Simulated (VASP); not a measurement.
# HfSi2O6 in VASP: further runs

The runs below take HfSi2O6 through single point, with PBE.

Program: VASP 6.6.1. These are calculated values, not measurements. Logs are shortened: lines on timing, memory, paths and dates and some standing lists are left out, and cuts for length are marked.

### 1 The cell of the first run

Symmetry: C2, No. 5, monoclinic system. Conventional cell: a = 9.911 Å, b = 5.016 Å, c = 5.885 Å, α = 90.00°, β = 91.72°, γ = 90.00°. Hf (site symmetry 2) has 4 O at 1.94 to 1.96 Å within 2.6 Å. Within 2.2 Å of Si (site symmetry 1) lie 4 O at 1.63 to 1.64 Å. Within 2.2 Å of O (site symmetry 1) lie 1 Si at 1.63 Å and 1 Hf at 1.94 Å. O (site symmetry 1) has 2 Si at 1.64 Å within 2.2 Å. O (site symmetry 1) has 1 Si at 1.63 Å and 1 Hf at 1.96 Å within 2.2 Å.

### 2 Single point, PBE

INCAR reads:

```
SYSTEM = HfSi2O6
  PREC = Accurate
  ENCUT = 520
  EDIFF = 1E-6
  ISMEAR = 0
  SIGMA = 0.1
  LREAL = .FALSE.
  LASPH = .TRUE.
  NELM = 60
  ALGO = Normal
  ISIF = 2
  LWAVE = .FALSE.
  LCHARG = .FALSE.
  GGA = PE
  NBANDS = 37
```

KPOINTS reads:

```
regular mesh
0
G
  4 4 2
  0 0 0
```

POSCAR reads:

```
HfSi2O6
1.0
    0.0000000000     -5.0158804000      0.0000000000
   -4.9553592000      2.5079402000      0.0000000000
    0.1764545000      0.0000000000     -5.8822158000
Hf Si O
1 2 6
Direct
    0.4587940000      0.0000000000      0.0000000000
    0.0134360000      0.4940390000      0.3448210000
    0.5193970000      0.5059610000      0.6551790000
    0.5704330000      0.7788290000      0.7977160000
    0.8449070000      0.5400670000      0.5681220000
    0.7916040000      0.2211710000      0.2022840000
    0.3714190000      0.2454790000      0.8173700000
    0.3048400000      0.4599330000      0.4318780000
    0.1259400000      0.7545210000      0.1826300000
```

Potentials or basis: VASP PAW PBE potentials, release 64 (Hf_pv, Si, O).

Started as:

```console
$ cat potpaw_PBE.64/Hf_pv/POTCAR potpaw_PBE.64/Si/POTCAR potpaw_PBE.64/O/POTCAR > POTCAR
$ mpirun -np 1 vasp_std > vasp.out
```

OUTCAR:

```text
SYSTEM = HfSi2O6
   PREC = Accurate
   ENCUT = 520
   EDIFF = 1E-6
   ISMEAR = 0
   LREAL = .FALSE.
   LASPH = .TRUE.
   NELM = 60
   ISIF = 2
   GGA = PE

 ion  position               nearest neighbor table
   1  0.459  0.000  0.000-   4 1.94   6 1.94   7 1.96   9 1.96   3 3.41   2 3.41   3 3.49   2 3.49

   2  0.013  0.494  0.345-   6 1.63   9 1.63   5 1.64   8 1.64   3 3.10   3 3.10   1 3.41   1 3.49

   3  0.519  0.506  0.655-   4 1.63   7 1.63   8 1.64   5 1.64   2 3.10   2 3.10   1 3.41   1 3.49

   4  0.570  0.779  0.798-   3 1.63   1 1.94
   5  0.845  0.540  0.568-   2 1.64   3 1.64
   6  0.792  0.221  0.202-   2 1.63   1 1.94
   7  0.371  0.245  0.817-   3 1.63   1 1.96
   8  0.305  0.460  0.432-   3 1.64   2 1.64
   9  0.126  0.755  0.183-   2 1.63   1 1.96

  LATTYP: Found a base centered monoclinic cell.
 ALAT       =     9.9107184000
 B/A-ratio  =     0.5061066411
 C/A-ratio  =     0.5937876151
 COS(beta)  =    -0.0299844762

  Lattice vectors:

 A1 = (  -4.9553592000,  -2.5079402000,   0.0000000000)
 A2 = (  -4.9553592000,   2.5079402000,   0.0000000000)
 A3 = (   0.1764545000,   0.0000000000,  -5.8822158000)

Analysis of symmetry for initial positions (statically):
=====================================================================
 Subroutine PRICEL returns:
 Original cell was already a primitive cell.

 Routine SETGRP: Setting up the symmetry group for a
 base centered monoclinic supercell.

 Subroutine GETGRP returns: Found  2 space group operations
 (whereof  2 operations were pure point group operations)
 out of a pool of  4 trial point group operations.

The static configuration has the point symmetry C_2 .

Analysis of symmetry for dynamics (positions and initial velocities):
=====================================================================
 Subroutine PRICEL returns:
 Original cell was already a primitive cell.

 Routine SETGRP: Setting up the symmetry group for a
 base centered monoclinic supercell.

 Subroutine GETGRP returns: Found  2 space group operations
 (whereof  2 operations were pure point group operations)
 out of a pool of  4 trial point group operations.

The dynamic configuration has the point symmetry C_2 .

 Subroutine INISYM returns: Found  2 space group operations
 (whereof  2 operations are pure point group operations),
 and found     1 'primitive' translations

----------------------------------------------------------------------------------------

                                     Primitive cell

  volume of cell :     146.2054

  direct lattice vectors                    reciprocal lattice vectors
     0.000000000 -5.015880400  0.000000000    -0.100900859 -0.199366795 -0.003026820
    -4.955359200  2.507940200  0.000000000    -0.201801718  0.000000000 -0.006053641
     0.176454500  0.000000000 -5.882215800     0.000000000  0.000000000 -0.170003963

  length of vectors
     5.015880400  5.553858915  5.884861843     0.223466472  0.201892496  0.170003963

  position of ions in fractional coordinates (direct lattice)
     0.458794000  0.000000000  0.000000000
     0.013436000  0.494039000  0.344821000
     0.519397000  0.505961000  0.655179000
     0.570433000  0.778829000  0.797716000
     0.844907000  0.540067000  0.568122000
     0.791604000  0.221171000  0.202284000
     0.371419000  0.245479000  0.817370000
     0.304840000  0.459933000  0.431878000
     0.125940000  0.754521000  0.182630000

  ion indices of the primitive-cell ions
   primitive index   ion index
                 1           1
                 2           2
                 3           3
                 4           4
                 5           5
                 6           6
                 7           7
                 8           8
                 9           9

----------------------------------------------------------------------------------------

 KPOINTS: regular mesh

Automatic generation of k-mesh.
 Grid dimensions read from file:
 generate k-points for:    4    4    2

 Generating k-lattice:

  Cartesian coordinates                     Fractional coordinates (reciprocal lattice)
    -0.025225215 -0.049841699 -0.000756705     0.250000000  0.000000000  0.000000000
    -0.050450430  0.000000000 -0.001513410     0.000000000  0.250000000  0.000000000
     0.000000000  0.000000000 -0.085001982     0.000000000  0.000000000  0.500000000

  Length of vectors
     0.055866618  0.050473124  0.085001982

  Shift w.r.t. Gamma in fractional coordinates (k-lattice)
     0.000000000  0.000000000  0.000000000

 Subroutine IBZKPT returns following result:
 ===========================================

 Found     14 irreducible k-points:

 Following reciprocal coordinates:
            Coordinates               Weight
  0.000000  0.000000  0.000000      1.000000
  0.250000  0.000000  0.000000      4.000000
  0.500000  0.000000  0.000000      2.000000
  0.000000  0.250000  0.000000      2.000000
  0.250000  0.250000  0.000000      4.000000
  0.500000  0.250000  0.000000      2.000000
  0.000000  0.500000  0.000000      1.000000
  0.000000  0.000000  0.500000      1.000000
  0.250000  0.000000  0.500000      4.000000
  0.500000  0.000000  0.500000      2.000000
  0.000000  0.250000  0.500000      2.000000
  0.250000  0.250000  0.500000      4.000000
  0.500000  0.250000  0.500000      2.000000
  0.000000  0.500000  0.500000      1.000000
   k-points           NKPTS =     14   k-points in BZ     NKDIM =     14   number of bands    NBANDS=     37
   number of dos      NEDOS =    301   number of ions     NIONS =      9
   total plane-waves  NPLWV =  80640
   dimension x,y,z NGX =    40 NGY =   42 NGZ =   48
   dimension x,y,z NGXF=    80 NGYF=   84 NGZF=   96
   ions per type =               1   2   6
   NGX,Y,Z   is equivalent  to a cutoff of  13.26, 12.57, 13.56 a.u.
   NGXF,Y,Z  is equivalent  to a cutoff of  26.52, 25.14, 27.12 a.u.
 SYSTEM =  HfSi2O6
   PREC   = accura    normal or accurate (medium, high low for compatibility)
   ISTART =      0    job   : 0-new  1-cont  2-samecut
   ICHARG =      2    charge: 1-file 2-atom 10-const
   ISPIN  =      1    spin polarized calculation?
   LNONCOLLINEAR =      F non collinear calculations
   LSORBIT =      F    spin-orbit coupling
   LASPH  =      T    aspherical Exc in radial PAW
   ENCUT  =  520.0 eV  38.22 Ry    6.18 a.u.   9.33 10.33 10.94*2*pi/ulx,y,z
   NELM   =     60;   NELMIN=  2; NELMDL= -5     # of ELM steps
   EDIFF  = 0.1E-05   stopping-criterion for ELM
   LREAL  =      F    real-space projection
   EDIFFG = 0.1E-04   stopping-criterion for IOM
   NSW    =      0    number of steps for IOM
   IBRION =     -1    ionic relax: 0-MD 1-quasi-New 2-CG
   NFREE  =      0    steps in history (QN), initial steepest desc. (CG)
   ISIF   =      2    stress and relaxation
   ISYM   =      2    0-nonsym 1-usesym 2-fastsym
   POTIM  = 0.5000    time-step for ionic-motion
   TEBEG  =    0.0;   TEEND  =   0.0 temperature during run
   PSTRESS=    0.0 pullay stress
   NELECT =      54.0000    total number of electrons
   NUPDOWN=      -1.0000    fix difference up-down
   EMIN   =  10.00;   EMAX   =-10.00  energy-range for DOS
   EFERMI =   0.00;   METHOD = LEGACY
   ISMEAR =     0;   SIGMA  =   0.10  broadening in eV -4-tet -1-fermi 0-gaus
   EFERMI_NEDOS =   21; number of points for ismear=-14 and -15
   IALGO  =     38    algorithm
   IMIX   =      4    mixing-type and parameters
     AMIX     =   0.40;   BMIX     =  1.00
     AMIX_MAG =   1.60;   BMIX_MAG =  1.00
  volume/ion in A,a.u.               =      16.25       109.63
  Fermi-wavevector in a.u.,A,eV,Ry     =   1.174586  2.219647 18.771324  1.379653
  Thomas-Fermi vector in A             =   2.310981
   LORBIT       =      0    0 simple, 1 ext, 2 COOP (PROOUT), +10 PAW based schemes
   GGA     = PE    functional components
   LHFCALC =     F    Hartree Fock is set to
   AEXX    =    0.0000 exact exchange contribution
   IVDW    =     0    specifies the selected vdW correction
   LEPSILON=     F    determine dielectric tensor
   LRPA    =     F    only Hartree local field effects (RPA)
 non-spin polarized calculation
 Gauss-broadening in eV      SIGMA  =   0.10
  energy-cutoff  :      520.00
  volume of cell :      146.21
 maximum number of plane-waves:      3953
 NGX is ok and might be reduce to    40
   NGX = 19   NGY = 21   NGZ = 21

 number of electron      54.0000009 magnetization

 Free energy of the ion-electron system (eV)
  ---------------------------------------------------
  ext. energy  EPLUGINS =         0.00000000
  ---------------------------------------------------
  free energy    TOTEN  =       -77.29196504 eV

  energy without entropy =      -77.29196504  energy(sigma->0) =      -77.29196504

 E-fermi :   0.0398     XC(G=0):  -8.3574

 val. band max:       -0.4916479048   @ k =   0.0000   0.0000   0.5000
 cond. band min:       4.5355600780   @ k =   0.0000   0.0000   0.0000
 fundamental gap:      5.0272079827
 Fermi energy:         0.0397963854

 k-point     1 :       0.0000    0.0000    0.0000
  band No.  band energies     occupation
      1     -29.3943      2.00000
      2     -29.3503      2.00000
      3     -29.3229      2.00000
      4     -19.2280      2.00000
      5     -17.7431      2.00000
      6     -17.4863      2.00000
[... 29 lines left out ...]
     36       9.4373      0.00000
     37      10.2343      0.00000

 k-point     2 :       0.2500    0.0000    0.0000
  band No.  band energies     occupation
      1     -29.3955      2.00000
      2     -29.3501      2.00000
      3     -29.3233      2.00000
      4     -19.0645      2.00000
      5     -18.0979      2.00000
      6     -17.3377      2.00000
[... 29 lines left out ...]
     36       9.3251      0.00000
     37      10.0696      0.00000
[... 438 lines left out ...]
     36       9.0294      0.00000
     37       9.3020      0.00000

 k-point    14 :       0.0000    0.5000    0.5000
  band No.  band energies     occupation
      1     -29.3954      2.00000
      2     -29.3500      2.00000
      3     -29.3250      2.00000
      4     -19.1627      2.00000
      5     -17.7450      2.00000
      6     -17.4829      2.00000
[... 29 lines left out ...]
     36       8.5660      0.00000
     37      10.1122      0.00000

------------------------ aborting loop because EDIFF is reached ----------------------------------------

  FORCE on cell =-STRESS in cart. coord.  units (eV):
  Direction    XX          YY          ZZ          XY          YZ          ZX
  --------------------------------------------------------------------------------------
  -------------------------------------------------------------------------------------
  Total       -0.3228431     -0.3736583     -0.3397711      0.0000000      0.0000000     -0.0353005
  in kB       -3.5378455     -4.0946989     -3.7233495      0.0000000      0.0000000     -0.3868374
  external PRESSURE =      -3.7852980 kB  Pullay stress =       0.0000000 kB

 VOLUME and BASIS-vectors are now :
 -----------------------------------------------------------------------------
  energy-cutoff  :      520.00
  volume of cell :      146.21
      direct lattice vectors                 reciprocal lattice vectors
     0.000000000 -5.015880400  0.000000000    -0.100900859 -0.199366795 -0.003026820
    -4.955359200  2.507940200  0.000000000    -0.201801718  0.000000000 -0.006053641
     0.176454500  0.000000000 -5.882215800     0.000000000  0.000000000 -0.170003963

 POSITION                                       TOTAL-FORCE (eV/Angst)
 -----------------------------------------------------------------------------------
      0.00000     -2.30126      0.00000         0.000000     -0.013626      0.000000
     -2.38730      1.17163     -2.02831         0.016607     -0.012402     -0.011306
     -2.39161     -1.33631     -3.85390        -0.016607     -0.012402      0.011306
     -3.71862     -0.90797     -4.69234        -0.106092      0.108349     -0.112488
     -2.57598     -2.88350     -3.34182         0.004000     -0.003919     -0.003362
     -1.06029     -3.41591     -1.18988         0.106092      0.108349      0.112488
     -1.07221     -1.24735     -4.80795         0.126978     -0.085215     -0.105911
     -2.20293     -0.37556     -2.54040        -0.004000     -0.003919      0.003362
     -3.70670      1.26059     -1.07427        -0.126978     -0.085215      0.105911
 -----------------------------------------------------------------------------------
    total drift:                                0.000004     -0.000077      0.000005

  FREE ENERGIE OF THE ION-ELECTRON SYSTEM (eV)
  ---------------------------------------------------
  free  energy   TOTEN  =       -77.2919650435 eV

  energy  without entropy=      -77.2919650435  energy(sigma->0) =      -77.29196504
```

Wall time 56 s (1 thread of AMD EPYC 9R45 (Zen 5), shared host); peak memory 0.26 GiB.

Results:

| Property | Result |
| --- | --- |
| Free energy | -77.2920 eV |
| Pressure | -0.4 GPa |
| Largest force | 0.189 eV/Å |
| Band gap on the k mesh | 5.03 eV (least direct gap 5.29 eV) |

Forces on the atoms (eV/Å):
```
Hf   0.000 -0.014  0.000
Si   0.017 -0.012 -0.011
Si  -0.017 -0.012  0.011
O   -0.106  0.108 -0.112
O    0.004 -0.004 -0.003
O    0.106  0.108  0.112
O    0.127 -0.085 -0.106
O   -0.004 -0.004  0.003
O   -0.127 -0.085  0.106
```

Levels at points of the mesh, in eV from the valence-band top:
| k point | band 25 | band 26 | band 27 | band 28 | band 29 | band 30 |
| --- | --- | --- | --- | --- | --- | --- |
| (0.00, 0.00, 0.00) | -0.56 | -0.28 | -0.26 | 5.03 | 6.34 | 6.42 |
| (0.50, 0.00, 0.00) | -0.78 | -0.37 | -0.08 | 6.18 | 6.60 | 7.03 |
| (0.00, 0.50, 0.00) | -0.66 | -0.44 | -0.08 | 6.11 | 6.53 | 6.80 |
| (0.00, 0.00, 0.50) | -0.59 | -0.05 | 0.00 | 6.13 | 6.35 | 6.86 |
| (0.50, 0.00, 0.50) | -0.56 | -0.48 | -0.18 | 6.30 | 6.59 | 6.99 |
| (0.00, 0.50, 0.50) | -0.75 | -0.46 | -0.38 | 6.09 | 6.65 | 6.75 |

Caveat: the k points lie up to 0.53 Å⁻¹ apart; spin-orbit coupling is left out, which moves the levels of the heavy elements.

(Part 1 of 2 ends here.)
